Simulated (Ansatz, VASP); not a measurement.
# Two plane-wave programs on C

```
CELL_PARAMETERS angstrom
-1.22277 2.11674 0.00000
-1.22277 -2.11674 0.00000
0.00000 0.70572 13.47064
ATOMIC_POSITIONS crystal
C 0.89586 0.10414 0.12500
C 0.81251 0.18749 0.62500
C 0.27084 0.72916 0.87500
C 0.35419 0.64581 0.37500
C 0.93744 0.06256 0.87500
C 0.02079 0.97921 0.37500
C 0.56246 0.43754 0.12500
C 0.47911 0.52089 0.62500
```

Alike in both runs: task single point; functional LDA; k mesh 22 × 22 × 4; occupations gaussian, width 0.15 eV; no spin polarisation.

|  | VASP | Ansatz |
| --- | --- | --- |
| version | VASP 6.6.1 | Ansatz 0.2.0 |
| potentials or method | VASP PAW LDA potentials, release 64 (C), cutoff 520 eV | scalar-relativistic, plane waves, PAW |
| valence electrons in the cell | 32 | 32 |

```tsv
	VASP	Ansatz	Ansatz less VASP
pressure (GPa)	0.8	0.0	-0.80
traceless stress, the component that is largest in VASP (GPa)	-0.99	-0.07	+0.926
rms of the force components (eV/Å)	0.005	0.005	0.0000
```

LDA's correlation is that of Perdew and Zunger in VASP and of Perdew and Wang (1992) in Ansatz. Atom by atom the forces differ by 0.000 eV/Å (rms over components).
